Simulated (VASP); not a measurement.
The system is V.

```
V
1.0
    -1.55634    1.55634    1.55634
     1.55634   -1.55634    1.55634
     1.55634    1.55634   -1.55634
V
1
Direct
  0.00000 0.00000 0.00000
```

```yaml
Program: VASP 6.6.1
Task: relaxation of cell and atoms
Functional: PBEsol
Potentials_or_basis: VASP PAW PBE potentials, release 64 (V_sv)
Cutoff: 600 eV
k_mesh: 8 × 8 × 8
Occupations: gaussian, width 0.1 eV
Spin: no spin polarisation
```

At the start: pressure -22.9 GPa; volume 15.08 Å³/atom.

Problem. How do energy, volume and symmetry change on relaxing?

Solution. Over 4 steps the energy falls by 181.4 meV/atom and the volume is 12.88 Å³/atom (-14.6 %); space group Im-3m (No. 229, to 0.1 Å) before and after.

The path:
```tsv
step	energy change (eV)	largest force (eV/Å)	pressure (GPa)	volume (Å³)
1	0.0000	0.0000	-22.90	15.08
2	0.0867	0.0000	49.25	10.85
3	-0.1811	0.0000	-1.28	12.94
4	-0.1814	0.0000	-0.19	12.88
```

Final structure:
```
CELL_PARAMETERS angstrom
-1.47651 1.47651 1.47651
1.47651 -1.47651 1.47651
1.47651 1.47651 -1.47651
ATOMIC_POSITIONS crystal
V 0.00000 0.00000 0.00000
```

Caveat: the PAW data sets were made with another functional, which shifts forces and pressure a little.
